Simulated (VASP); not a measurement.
# WSe2: single point with PBE+D3(BJ)

Slab: WSe2, a slab with vacuum.

```
Se W
1.0
     3.28549    0.00000    0.00000
    -1.64275    2.84532    0.00000
     0.00000    0.00000   24.23865
Se W
4 2
Direct
  0.33333 0.66667 0.18565
  0.33333 0.66667 0.32466
  0.00000 0.00000 0.46204
  0.00000 0.00000 0.60105
  0.66667 0.33333 0.25516
  0.33333 0.66667 0.53155
```

| Quantity | Value |
| --- | --- |
| Program | VASP 6.6.1 |
| Task | single point |
| Functional | PBE |
| Dispersion | D3(BJ) |
| Potentials or basis | VASP PAW PBE potentials, release 64 (Se, W_sv) |
| Cutoff | 520 eV |
| k mesh | 9 × 9 × 1 |
| Occupations | gaussian, width 0.05 eV |
| Spin | no spin polarisation |

```
Largest force              : 0.109 eV/Å
Band gap on the k mesh     : 1.54 eV, indirect (least direct gap 1.63 eV)
Dispersion energy per atom : -0.393 eV
```

Forces on the atoms (eV/Å):
```
Se   0.000  0.000 -0.040
Se   0.000  0.000  0.097
Se   0.000  0.000 -0.109
Se   0.000  0.000  0.034
W    0.000  0.000  0.047
W    0.000  0.000 -0.030
```

Levels at points of the mesh, in eV from the valence-band top:
```tsv
k point	band 24	band 25	band 26	band 27	band 28	band 29
(0.00, 0.00, 0.00)	-1.17	-0.61	-0.04	2.93	2.93	2.99
```

Run time: 2.7 min on 1 thread of Intel(R) Xeon(R) Platinum 8259CL CPU @ 2.50GHz (Skylake/Cascade Lake), with other jobs on the host, peak memory 0.35 GiB.

Caveat: spin-orbit coupling is left out, which moves the levels of the heavy elements.
